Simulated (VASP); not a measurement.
A run of VASP 6.6.1:

INCAR

```
SYSTEM = MgO
PREC = Accurate
ENCUT = 520
EDIFF = 1E-7
ISMEAR = -1
SIGMA = 0.02
LREAL = .FALSE.
LASPH = .TRUE.
NELM = 60
ALGO = Normal
ISIF = 2
LWAVE = .FALSE.
LCHARG = .FALSE.
LDIPOL = .TRUE.
IDIPOL = 3
DIPOL = 0.5 0.5 0.500
NBANDS = 21
```

File KPOINTS:

```
Automatic mesh
0
G
  10 10 1
  0 0 0
```

The input POSCAR:

```
MgO
1.0
    2.9410256062      0.0000000000      0.0000000000
    0.0000000000      2.9410256062      0.0000000000
    0.0000000000      0.0000000000     20.1592000000
Mg O
3 3
Direct
    0.2500000000      0.2500000000      0.3977076291
    0.7500000000      0.7500000000      0.4999999994
    0.2500000000      0.2500000000      0.6022923711
    0.7500000000      0.7500000000      0.3957781965
    0.2500000000      0.2500000000      0.5000000064
    0.7500000000      0.7500000000      0.6042217976
```

Potentials or basis: VASP PAW LDA potentials, release 64 (Mg, O).

Launch:

```bash
$ cat potpaw_LDA.64/Mg/POTCAR potpaw_LDA.64/O/POTCAR > POTCAR
$ mpirun -np 1 vasp_std > vasp.out
```

Hardware: 1 thread of Intel(R) Xeon(R) Platinum 8488C (Sapphire Rapids) (shared host).

Q: How long does it take, and how much memory?

A: Wall time 100 s on 1 thread of Intel(R) Xeon(R) Platinum 8488C (Sapphire Rapids) (shared host), peak memory 0.25 GiB. Counts: scf iterations 24, k points 21.
